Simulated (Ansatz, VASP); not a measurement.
**HgTe: VASP beside Ansatz**

Contents of INCAR:

```
SYSTEM = HgTe
  PREC = Accurate
  ENCUT = 600
  EDIFF = 1E-6
  ISMEAR = 0
  SIGMA = 0.1
  LREAL = .False.
  LASPH = .True.
  NELM = 80
  ALGO = Normal
  ISIF = 3
  LWAVE = .False.
  LCHARG = .False.
  GGA = CA
  IBRION = 2
  NSW = 100
  EDIFFG = -0.005
```

File KPOINTS:

```
Automatic mesh
0
Gamma
  12 12 12
  0 0 0
```

File POSCAR:

```
HgTe
1.0
    0.0000000000      3.2145000000      3.2145000000
    3.2145000000      0.0000000000      3.2145000000
    3.2145000000      3.2145000000      0.0000000000
Hg Te
1 1
Direct
    0.0000000000      0.0000000000      0.0000000000
    0.2500000000      0.2500000000      0.2500000000
```

Input for Ansatz:

```yaml
crystal:
  lattice:
    - [0.0, 3.2145, 3.2145]
    - [3.2145, 0.0, 3.2145]
    - [3.2145, 3.2145, 0.0]
  atoms:
    - { symbol: Hg, position: [0.0, 0.0, 0.0] }
    - { symbol: Te, position: [0.25, 0.25, 0.25] }
basis:
  ecutwfc: 420
kpoints:
  mp_grid: { grid: [12, 12, 12] }
hamiltonian:
  xc: lda
scf:
  occupations: { method: gaussian, width: 0.1 }
output:
  forces: true
  stress: true
  eigenvalues: true
relax:
  adjacent_minimum: "off"
  f_tol: 0.005
  max_steps: 80
  cell: { stress_tol: 0.05 }
```

Alike in both runs: task relaxation of cell and atoms; functional LDA; k mesh 12 × 12 × 12; occupations gaussian, width 0.1 eV; no spin polarisation.

|  | VASP | Ansatz |
| --- | --- | --- |
| version | VASP 6.6.1 | Ansatz 0.2.0 |
| potentials or method | VASP PAW LDA potentials, release 64 (Hg, Te), cutoff 600 eV | scalar-relativistic, plane waves, PAW |
| valence electrons in the cell | 18 | 36 |

VASP gave:

| Quantity | Value |
| --- | --- |
| gap on the k mesh at the Fermi level, each at its own relaxed structure (eV) | none |
| relaxed volume (Å³/atom) | 33.49 |
| relaxed cell length with the largest relative difference (Å) | 4.558 |

Estimate Ansatz's values.

gap on the k mesh at the Fermi level, each at its own relaxed structure (eV): none; relaxed volume (Å³/atom): 33.30; relaxed cell length with the largest relative difference (Å): 4.550.

LDA's correlation is that of Perdew and Zunger in VASP and of Perdew and Wang (1992) in Ansatz. A gap of «none» marks a metal or a gap that the smearing closes. VASP's potentials hold 18 valence electrons a cell and Ansatz's 36, so a difference there can come from the potentials and not from the codes.

Spin-orbit coupling is off throughout.
